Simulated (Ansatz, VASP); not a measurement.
**BN in VASP and in Ansatz**

Contents of INCAR:

```
PREC     = Accurate       # precision mode
ENCUT    = 910            # plane-wave cutoff, eV
EDIFF    = 1E-6           # SCF threshold, eV
ISMEAR   = -1             # smearing method
SIGMA    = 0.05           # smearing width, eV
LREAL    = False          # projectors in reciprocal space
LASPH    = True           # aspherical terms in the spheres
NELM     = 120            # most SCF steps
ALGO     = Normal         # electronic algorithm
ISIF     = 2              # what is computed and relaxed
LWAVE    = False          # write WAVECAR
LCHARG   = False          # write CHGCAR
NBANDS   = 16             # bands
GGA_COMPAT= False
```

The input KPOINTS:

```
Automatic mesh
0
Gamma
  12 12 6
```

The input POSCAR:

```
BN
1.0
    2.5018037563      0.0000000000      0.0000000000
   -1.2509018782      2.1666256083      0.0000000000
    0.0000000000      0.0000000000      4.1405684416
N B
2 2
Direct
    0.3333333333      0.6666666667      0.1252760000
    0.6666666667      0.3333333333      0.6252760000
    0.3333333333      0.6666666667      0.4997240000
    0.6666666667      0.3333333333      0.9997240000
```

Contents of input.yaml:

```yaml
crystal:
  lattice:
    - [2.5018037563, 0.0, 0.0]
    - [-1.2509018782, 2.1666256083, 0.0]
    - [0.0, 0.0, 4.1405684416]
  atoms:
    - { symbol: "N", position: [0.3333333333, 0.6666666667, 0.125276] }
    - { symbol: "N", position: [0.6666666667, 0.3333333333, 0.625276] }
    - { symbol: B, position: [0.3333333333, 0.6666666667, 0.499724] }
    - { symbol: B, position: [0.6666666667, 0.3333333333, 0.999724] }
hamiltonian:
  xc: lda
  pseudopotentials: { kind: paw }
kpoints:
  mp_grid: { grid: [12, 12, 6] }
scf:
  occupations: { method: fermi_dirac, width: 0.05 }
output:
  forces: true
  stress: true
  eigenvalues: true
  write_density: true
  write_potential: true
  elf: true
  volumetric_format: npy
```

Alike in both runs: task single point; functional LDA; k mesh 12 × 12 × 6; occupations fermi-dirac, width 0.05 eV; no spin polarisation.

|  | VASP | Ansatz |
| --- | --- | --- |
| version | VASP 6.6.1 | Ansatz 0.2.0 |
| potentials or method | VASP PAW LDA potentials, release 64 (N_h, B_h) | Ansatz PAW |
| plane-wave cutoff (eV) | 910 | 420 |
| valence electrons in the cell | 16 | 16 |

|  | VASP | Ansatz | Ansatz less VASP |
| --- | --- | --- | --- |
| gap on the k mesh at the Fermi level (eV) | 4.87 | 4.89 | +0.020 |
| least direct gap on the mesh (eV) | 8.40 | 8.41 | +0.007 |
| rms of the force components (eV/Å) | 0.017 | 0.016 | -0.0009 |

LDA's correlation is that of Perdew and Zunger in VASP and of Perdew and Wang (1992) in Ansatz. Atom by atom the forces differ by 0.001 eV/Å (rms over components).

Noted on VASP's run: the cutoff is short for stress, so the pressure is rough. Noted on Ansatz's run: Pulay correction over one GPa.
